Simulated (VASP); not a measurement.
Input of a VASP 6.6.1 run:

The input INCAR:

```
SYSTEM = SrCl2
PREC = Accurate
ENCUT = 520
EDIFF = 1E-6
ISMEAR = -1
SIGMA = 0.02
LREAL = .FALSE.
LASPH = .TRUE.
NELM = 100
ALGO = Normal
ISIF = 2
LWAVE = .FALSE.
LCHARG = .FALSE.
GGA = PE
NBANDS = 19
```

File KPOINTS:

```
Automatic mesh
0
G
  6 6 6
  0 0 0
```

File POSCAR:

```
SrCl2
1.0
    2.5051188968      1.4463310694      4.0153159317
   -2.5051188968      1.4463310694      4.0153159317
    0.0000000000     -2.8926621389      4.0153159316
Sr Cl
1 2
Direct
    0.0000000000      0.0000000000      0.0000000000
    0.2510276427      0.2510276427      0.2510276427
    0.7489723573      0.7489723573      0.7489723573
```

Potentials or basis: VASP PAW PBE potentials, release 64 (Sr_sv, Cl).

Command:

```bash
$ cat potpaw_PBE.64/Sr_sv/POTCAR potpaw_PBE.64/Cl/POTCAR > POTCAR
$ mpirun -np 1 vasp_std > vasp.out
```

Question: Estimate the band gap on the k mesh.

Answer: 5.23 eV (least direct gap 5.52 eV).

Question: Estimate the pressure.

Answer: 0.1 GPa.

Stress tensor (GPa, compression positive):
```
-0.04  0.00  0.00
 0.00 -0.04  0.00
 0.00  0.00  0.29
```

Caveat: the cell differs from its parent crystal (biaxial xy strain +2.0%). A k mesh can miss the band edges.
